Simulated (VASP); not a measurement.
A run of VASP 6.6.1:

INCAR

```
ALGO = Normal
EDIFF = 1E-7
EDIFFG = -0.01
ENCUT = 500
GGA = PE
GGA_COMPAT = F
IBRION = 2
ISIF = 4
ISMEAR = 0
LASPH = T
LCHARG = F
LREAL = F
LWAVE = F
NELM = 120
NELMIN = 4
NSW = 60
PREC = Accurate
SIGMA = 0.05
```

The input KPOINTS:

```
k-points
0
Gamma
  10 10 6
```

POSCAR

```
CdI2
1.0
    4.3006524841      0.0000000000      0.0000000000
   -2.1503262421      3.7244743041      0.0000000000
    0.0000000000      0.0000000000      7.7626808542
Cd I
1 2
Direct
    0.0000000000      0.0000000000      0.0000000000
    0.3333333333      0.6666666667      0.2199462841
    0.6666666667      0.3333333333      0.7800537159
```

Potentials or basis: VASP PAW PBE potentials, release 64 (Cd, I).

Command:

```bash
$ cat potpaw_PBE.64/Cd/POTCAR potpaw_PBE.64/I/POTCAR > POTCAR
$ mpirun -np 1 vasp_std > vasp.out
```

Hardware: 1 thread of Intel(R) Xeon(R) 6975P-C (Granite Rapids), with other jobs on the host.

**Question.** How long does it take, and how much memory?

**Answer.** It took 2.6 min on 1 thread of Intel(R) Xeon(R) 6975P-C (Granite Rapids), on a shared host, peak memory 0.34 GiB. Counts: scf iterations 50, k points 72, ion steps 6.
